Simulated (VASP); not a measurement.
# SiNi (Pm-3m) in VASP: single point with r2SCAN

Aim: the single point of SiNi with r2SCAN.

Everything below comes from runs of VASP 6.6.1. Logs are shortened: lines on timing, memory, paths and dates and some standing lists are left out, and cuts for length are marked.

## Step 1: The cell of the first run

Symmetry: Pm-3m, No. 221, cubic system. The conventional cell has a = 2.869 Å, b = 2.869 Å, c = 2.869 Å, α = 90.00°, β = 90.00°, γ = 90.00°. Within 3.3 Å of Si (site symmetry m-3m) lie 8 Ni at 2.48 Å and 6 Si at 2.87 Å. Within 3.3 Å of Ni (site symmetry m-3m) lie 8 Si at 2.48 Å and 6 Ni at 2.87 Å.

## Step 2: Single point, r2SCAN, collinear spin, ferromagnetic start

Contents of POSCAR:

```
SiNi
1.0
    2.8686228363      0.0000000000      0.0000000000
    0.0000000000      2.8686228363      0.0000000000
    0.0000000000      0.0000000000      2.8686228363
Si Ni
1 1
Direct
    0.0000000000      0.0000000000      0.0000000000
    0.5000000000      0.5000000000      0.5000000000
```

Contents of INCAR.step1:

```
  PREC = Accurate
  ENCUT = 660
  ISMEAR = 0
  SIGMA = 0.1
  LREAL = False
  LASPH = True
  NELM = 200
  ISPIN = 2
  MAGMOM = 0 2
  LMAXMIX = 4
  NBANDS = 18
  GGA = PE
  ALGO = Normal
  EDIFF = 1E-5
  LWAVE = True
  LCHARG = False
  GGA_COMPAT = False
```

Contents of INCAR.step2:

```
  PREC = Accurate
  ENCUT = 660
  EDIFF = 1E-6
  ISMEAR = 0
  SIGMA = 0.1
  LREAL = False
  LASPH = True
  NELM = 200
  ALGO = Normal
  ISIF = 2
  LWAVE = False
  LCHARG = False
  ISPIN = 2
  MAGMOM = 0 2
  LORBIT = 11
  LMAXMIX = 4
  METAGGA = R2SCAN
  LMIXTAU = True
  NBANDS = 18
  ISTART = 1
  GGA_COMPAT = False
```

Contents of KPOINTS:

```
Automatic mesh
0
Gamma
  6 6 6
```

Potentials or basis: VASP PAW PBE potentials, release 64 (Si, Ni).

On the command line:

```
$ cat potpaw_PBE.64/Si/POTCAR potpaw_PBE.64/Ni/POTCAR > POTCAR
$ cp INCAR.step1 INCAR
$ mpirun -np 1 vasp_std > vasp.out
$ cp INCAR.step2 INCAR
$ mpirun -np 1 vasp_std > vasp.out
```

OUTCAR:

```text
PREC = Accurate
   ENCUT = 660
   EDIFF = 1E-6
   ISMEAR = 0
   LREAL = False
   LASPH = True
   NELM = 200
   ISIF = 2
   ISPIN = 2
   LORBIT = 11
   METAGGA = R2SCAN
   ISTART = 1

 ion  position               nearest neighbor table
   1  0.000  0.000  0.000-   2 2.48   2 2.48   2 2.48   2 2.48   2 2.48   2 2.48   2 2.48   2 2.48

   2  0.500  0.500  0.500-   1 2.48   1 2.48   1 2.48   1 2.48   1 2.48   1 2.48   1 2.48   1 2.48

  LATTYP: Found a simple cubic cell.
 ALAT       =     2.8686228363

  Lattice vectors:

 A1 = (   2.8686228363,   0.0000000000,   0.0000000000)
 A2 = (   0.0000000000,   2.8686228363,   0.0000000000)
 A3 = (   0.0000000000,   0.0000000000,   2.8686228363)

Analysis of symmetry for initial positions (statically):
=====================================================================
 Subroutine PRICEL returns:
 Original cell was already a primitive cell.

 Routine SETGRP: Setting up the symmetry group for a
 simple cubic supercell.

 Subroutine GETGRP returns: Found 48 space group operations
 (whereof 48 operations were pure point group operations)
 out of a pool of 48 trial point group operations.

The static configuration has the point symmetry O_h .

Analysis of symmetry for dynamics (positions and initial velocities):
=====================================================================
 Subroutine PRICEL returns:
 Original cell was already a primitive cell.

 Routine SETGRP: Setting up the symmetry group for a
 simple cubic supercell.

 Subroutine GETGRP returns: Found 48 space group operations
 (whereof 48 operations were pure point group operations)
 out of a pool of 48 trial point group operations.

The dynamic configuration has the point symmetry O_h .

Analysis of structural, dynamic, and magnetic symmetry:
=====================================================================
 Subroutine PRICEL returns:
 Original cell was already a primitive cell.

 Routine SETGRP: Setting up the symmetry group for a
 simple cubic supercell.

 Subroutine GETGRP returns: Found 48 space group operations
 (whereof 48 operations were pure point group operations)
 out of a pool of 48 trial point group operations.

The overall configuration has the point symmetry O_h .

 Subroutine INISYM returns: Found 48 space group operations
 (whereof 48 operations are pure point group operations),
 and found     1 'primitive' translations

----------------------------------------------------------------------------------------

                                     Primitive cell

  volume of cell :      23.6059

  direct lattice vectors                    reciprocal lattice vectors
     2.868622836  0.000000000  0.000000000     0.348599330  0.000000000  0.000000000
     0.000000000  2.868622836  0.000000000     0.000000000  0.348599330  0.000000000
     0.000000000  0.000000000  2.868622836     0.000000000  0.000000000  0.348599330

  length of vectors
     2.868622836  2.868622836  2.868622836     0.348599330  0.348599330  0.348599330

  position of ions in fractional coordinates (direct lattice)
     0.000000000  0.000000000  0.000000000
     0.500000000  0.500000000  0.500000000

  ion indices of the primitive-cell ions
   primitive index   ion index
                 1           1
                 2           2

----------------------------------------------------------------------------------------

 KPOINTS: Automatic mesh

Automatic generation of k-mesh.
 Grid dimensions read from file:
 generate k-points for:    6    6    6

 Generating k-lattice:

  Cartesian coordinates                     Fractional coordinates (reciprocal lattice)
     0.058099888  0.000000000  0.000000000     0.166666667  0.000000000  0.000000000
     0.000000000  0.058099888  0.000000000     0.000000000  0.166666667  0.000000000
     0.000000000  0.000000000  0.058099888     0.000000000  0.000000000  0.166666667

  Length of vectors
     0.058099888  0.058099888  0.058099888

  Shift w.r.t. Gamma in fractional coordinates (k-lattice)
     0.000000000  0.000000000  0.000000000

 Subroutine IBZKPT returns following result:
 ===========================================

 Found     20 irreducible k-points:

 Following reciprocal coordinates:
            Coordinates               Weight
  0.000000  0.000000  0.000000      1.000000
  0.166667  0.000000  0.000000      6.000000
  0.333333  0.000000  0.000000      6.000000
  0.500000  0.000000  0.000000      3.000000
  0.166667  0.166667  0.000000     12.000000
  0.333333  0.166667  0.000000     24.000000
[... 12 lines left out ...]
  0.500000  0.500000  0.333333      6.000000
  0.500000  0.500000  0.500000      1.000000
   k-points           NKPTS =     20   k-points in BZ     NKDIM =     20   number of bands    NBANDS=     18
   number of dos      NEDOS =    301   number of ions     NIONS =      2
   total plane-waves  NPLWV =  13824
   dimension x,y,z NGX =    24 NGY =   24 NGZ =   24
   dimension x,y,z NGXF=    48 NGYF=   48 NGZF=   48
   ions per type =               1   1
   NGX,Y,Z   is equivalent  to a cutoff of  13.91, 13.91, 13.91 a.u.
   NGXF,Y,Z  is equivalent  to a cutoff of  27.82, 27.82, 27.82 a.u.
 SYSTEM =  unknown system
   PREC   = accura    normal or accurate (medium, high low for compatibility)
   ISTART =      1    job   : 0-new  1-cont  2-samecut
   ICHARG =      0    charge: 1-file 2-atom 10-const
   ISPIN  =      2    spin polarized calculation?
   LNONCOLLINEAR =      F non collinear calculations
   LSORBIT =      F    spin-orbit coupling
   LASPH  =      T    aspherical Exc in radial PAW
   ENCUT  =  660.0 eV  48.51 Ry    6.96 a.u.   6.01  6.01  6.01*2*pi/ulx,y,z
   NELM   =    200;   NELMIN=  2; NELMDL=  0     # of ELM steps
   EDIFF  = 0.1E-05   stopping-criterion for ELM
   LREAL  =      F    real-space projection
   EDIFFG = 0.1E-04   stopping-criterion for IOM
   NSW    =      0    number of steps for IOM
   IBRION =     -1    ionic relax: 0-MD 1-quasi-New 2-CG
   NFREE  =      0    steps in history (QN), initial steepest desc. (CG)
   ISIF   =      2    stress and relaxation
   ISYM   =      2    0-nonsym 1-usesym 2-fastsym
   POTIM  = 0.5000    time-step for ionic-motion
   TEBEG  =    0.0;   TEEND  =   0.0 temperature during run
   PSTRESS=    0.0 pullay stress
   NELECT =      14.0000    total number of electrons
   NUPDOWN=      -1.0000    fix difference up-down
   EMIN   =  10.00;   EMAX   =-10.00  energy-range for DOS
   EFERMI =   0.00;   METHOD = LEGACY
   ISMEAR =     0;   SIGMA  =   0.10  broadening in eV -4-tet -1-fermi 0-gaus
   EFERMI_NEDOS =   21; number of points for ismear=-14 and -15
   IALGO  =     38    algorithm
   IMIX   =      4    mixing-type and parameters
     AMIX     =   0.40;   BMIX     =  1.00
     AMIX_MAG =   1.60;   BMIX_MAG =  1.00
  volume/ion in A,a.u.               =      11.80        79.65
  Fermi-wavevector in a.u.,A,eV,Ry     =   1.375448  2.599219 25.740266  1.891856
  Thomas-Fermi vector in A             =   2.500783
   LORBIT       =     11    0 simple, 1 ext, 2 COOP (PROOUT), +10 PAW based schemes
   METAGGA = R2SCAN    functional components
   LHFCALC =     F    Hartree Fock is set to
   AEXX    =    0.0000 exact exchange contribution
   IVDW    =     0    specifies the selected vdW correction
   LEPSILON=     F    determine dielectric tensor
   LRPA    =     F    only Hartree local field effects (RPA)
 spin polarized calculation
 Gauss-broadening in eV      SIGMA  =   0.10
  energy-cutoff  :      660.00
  volume of cell :       23.61
 maximum number of plane-waves:       931
   NGX = 13   NGY = 13   NGZ = 13

 number of electron      14.0000014 magnetization      -0.0007553

 Free energy of the ion-electron system (eV)
  ---------------------------------------------------
  ext. energy  EPLUGINS =         0.00000000
  ---------------------------------------------------
  free energy    TOTEN  =       -21.08336987 eV

  energy without entropy =      -21.07324292  energy(sigma->0) =      -21.07830640

 E-fermi :  11.6216     XC(G=0): -13.4103

 val. band max:       11.6087392653   @ k =   0.5000   0.3333   0.3333
 cond. band min:      11.6315993921   @ k =   0.1667   0.1667   0.0000
 fundamental gap:      0.0228601268
 Fermi energy:        11.6215881676

 spin component 1

 k-point     1 :       0.0000    0.0000    0.0000
  band No.  band energies     occupation
      1      -3.1867      1.00000
      2       7.1929      1.00000
      3       7.1929      1.00000
      4       9.0753      1.00000
      5       9.0753      1.00000
      6       9.0753      1.00000
[... 10 lines left out ...]
     17      34.2906      0.00000
     18      34.2906      0.00000
[... 379 lines left out ...]
 k-point    20 :       0.5000    0.5000    0.5000
  band No.  band energies     occupation
      1       5.3740      1.00000
      2       5.3740      1.00000
      3       5.3740      1.00000
      4       9.1746      1.00000
      5       9.6235      1.00000
      6       9.6235      1.00000
[... 10 lines left out ...]
     17      41.8617      0.00000
     18      41.8617      0.00000
 Fermi energy:        11.6215881676

 spin component 2

 k-point     1 :       0.0000    0.0000    0.0000
  band No.  band energies     occupation
      1      -3.1872      1.00000
      2       7.1927      1.00000
      3       7.1927      1.00000
      4       9.0752      1.00000
      5       9.0752      1.00000
      6       9.0752      1.00000
[... 10 lines left out ...]
     17      34.2897      0.00000
     18      34.2897      0.00000
[... 379 lines left out ...]
 k-point    20 :       0.5000    0.5000    0.5000
  band No.  band energies     occupation
      1       5.3737      1.00000
      2       5.3737      1.00000
      3       5.3737      1.00000
      4       9.1727      1.00000
      5       9.6232      1.00000
      6       9.6232      1.00000
[... 10 lines left out ...]
     17      41.8607      0.00000
     18      41.8607      0.00000

------------------------ aborting loop because EDIFF is reached ----------------------------------------

  FORCE on cell =-STRESS in cart. coord.  units (eV):
  Direction    XX          YY          ZZ          XY          YZ          ZX
  --------------------------------------------------------------------------------------
  -------------------------------------------------------------------------------------
  Total       -1.5117610     -1.5117610     -1.5117610      0.0000000     -0.0000000      0.0000000
  in kB     -102.6061470   -102.6061470   -102.6061470      0.0000000     -0.0000000      0.0000000
  external PRESSURE =    -102.6061470 kB  Pullay stress =       0.0000000 kB

 VOLUME and BASIS-vectors are now :
 -----------------------------------------------------------------------------
  energy-cutoff  :      660.00
  volume of cell :       23.61
      direct lattice vectors                 reciprocal lattice vectors
     2.868622836  0.000000000  0.000000000     0.348599330  0.000000000  0.000000000
     0.000000000  2.868622836  0.000000000     0.000000000  0.348599330  0.000000000
     0.000000000  0.000000000  2.868622836     0.000000000  0.000000000  0.348599330

 POSITION                                       TOTAL-FORCE (eV/Angst)
 -----------------------------------------------------------------------------------
      0.00000      0.00000      0.00000         0.000000      0.000000      0.000000
      1.43431      1.43431      1.43431         0.000000      0.000000      0.000000
 -----------------------------------------------------------------------------------
    total drift:                                0.000000      0.000000     -0.000000

  FREE ENERGIE OF THE ION-ELECTRON SYSTEM (eV)
  ---------------------------------------------------
  free  energy   TOTEN  =       -21.0833698741 eV

  energy  without entropy=      -21.0732429183  energy(sigma->0) =      -21.07830640

 total charge

# of ion       s       p       d       tot
------------------------------------------
    1        0.738   0.809   0.000   1.547
    2        0.439   0.554   8.499   9.492
--------------------------------------------------
tot          1.177   1.362   8.499  11.038

 magnetization (x)

# of ion       s       p       d       tot
------------------------------------------
    1       -0.000  -0.000   0.000  -0.000
    2       -0.000  -0.000  -0.000  -0.000
--------------------------------------------------
tot         -0.000  -0.000  -0.000  -0.001
```

Wall time 91 s (1 thread of AMD EPYC 7R43 (Zen 3), shared host); peak memory 0.12 GiB.

What came out:

| Property | Result |
| --- | --- |
| Free energy | -21.0834 eV |
| Pressure | -10.3 GPa |
| Band gap on the k mesh | zero (filled and empty bands overlap) |
| Net moment | 0.00 μB per cell |
| Valence electrons inside the program's atomic spheres | Si 1.55; Ni 9.49 |

Caveat: the k points lie up to 0.37 Å⁻¹ apart, too coarse for converged energies and pressures of a metal; the PAW data sets were made with another functional, which shifts forces and pressure a little.
